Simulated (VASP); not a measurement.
The system is Si3Ge.

```xyz
4
Lattice="1.4206 0.8202 9.2794 -1.4206 0.8202 9.2794 0.0000 -1.6404 9.2794" Properties=species:S:1:pos:R:3 pbc="T T T"
Si    0.0000    0.0000   20.8786
Si    0.0000    0.0000    6.9595
Si    0.0000    0.0000   13.9191
Ge    0.0000    0.0000    0.0000
```

| Quantity | Value |
| --- | --- |
| Program | VASP 6.6.1 |
| Task | relaxation of cell and atoms |
| Functional | PBE |
| Potentials or basis | VASP PAW PBE potentials, release 64 (Si, Ge_d) |
| Cutoff | 600 eV |
| k mesh | 6 × 6 × 6 |
| Occupations | gaussian, width 0.1 eV |
| Spin | no spin polarisation |

At the start: pressure 0.4 GPa; volume 16.22 Å³/atom.

**Question.** How do energy, volume and symmetry change on relaxing?

**Answer.** Over 9 steps the energy falls by 56.5 meV/atom and the volume is 16.16 Å³/atom (-0.4 %); space group R-3m (No. 166, to 0.1 Å) before and after.

Step by step:
```csv
step,energy change (eV),largest force (eV/Å),pressure (GPa),volume (Å³)
1,0.0000,0.5355,0.42,64.87
2,-0.0428,0.5235,-2.14,65.27
3,-0.1447,0.3198,-2.48,66.40
4,-0.1667,0.0809,-2.20,68.45
5,-0.1962,0.1330,-2.73,67.53
6,-0.2150,0.0214,-0.74,65.56
7,-0.2152,0.0309,-0.75,65.70
8,-0.2244,0.0002,-0.39,65.03
9,-0.2259,0.0340,-0.02,64.64
```

Final structure:
```
CELL_PARAMETERS angstrom
1.37087 0.79147 9.92979
-1.37087 0.79147 9.92979
0.00000 -1.58294 9.92979
ATOMIC_POSITIONS crystal
Si 0.75775 0.75775 0.75775
Si 0.24225 0.24225 0.24225
Si 0.50000 0.50000 0.50000
Ge 0.00000 0.00000 0.00000
```

Caveat: the k points lie up to 0.44 Å⁻¹ apart in the final cell; the highest band is partly filled, so the run has too few bands.
